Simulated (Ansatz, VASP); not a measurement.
## Hf in VASP and in Ansatz

File INCAR:

```
SYSTEM = Hf
PREC = Accurate ; ENCUT = 600
EDIFF = 1E-6 ; ISMEAR = -1
SIGMA = 0.05 ; LREAL = .FALSE.
LASPH = .TRUE. ; NELM = 60
ALGO = Normal ; ISIF = 3
LWAVE = .FALSE. ; LCHARG = .FALSE.
GGA = PE ; IVDW = 13
IBRION = 2 ; NSW = 80
EDIFFG = -0.01
```

File KPOINTS:

```
regular mesh
0
G
  9 9 9
  0 0 0
```

File POSCAR:

```
Hf
1.0
   -1.8050000000      1.8050000000      1.8050000000
    1.8050000000     -1.8050000000      1.8050000000
    1.8050000000      1.8050000000     -1.8050000000
Hf
1
Direct
    0.0000000000      0.0000000000      0.0000000000
```

Input for Ansatz:

```yaml
crystal:
  lattice:
    - [-1.805, 1.805, 1.805]
    - [1.805, -1.805, 1.805]
    - [1.805, 1.805, -1.805]
  atoms:
    - { symbol: Hf, position: [0.0, 0.0, 0.0] }
basis:
  ecutwfc: 476.19925930478996
kpoints:
  mp_grid:
    grid: [9, 9, 9]
hamiltonian:
  xc: pbe
  dispersion: d4
scf:
  occupations:
    method: fermi_dirac
    width: 0.05
relax:
  f_tol: 0.01
  cell: {}
```

Alike in both runs: task relaxation of cell and atoms; functional PBE; dispersion D4; k mesh 9 × 9 × 9; occupations fermi-dirac, width 0.05 eV; no spin polarisation.

|  | VASP | Ansatz |
| --- | --- | --- |
| version | VASP 6.6.1 | Ansatz 0.2.0 |
| potentials or method | VASP PAW PBE potentials, release 64 (Hf_pv), cutoff 600 eV | plane waves, PAW |
| valence electrons in the cell | 10 | 26 |

|  | VASP | Ansatz | Ansatz less VASP |
| --- | --- | --- | --- |
| relaxed volume (Å³/atom) | 21.90 | 21.97 | +0.072 |
| relaxed cell length with the largest relative difference (Å) | 3.053 | 3.056 | +0.0033 |

VASP's potentials hold 10 valence electrons a cell and Ansatz's 26, so a difference there can come from the potentials and not from the codes.

Neither program's run includes spin-orbit coupling.
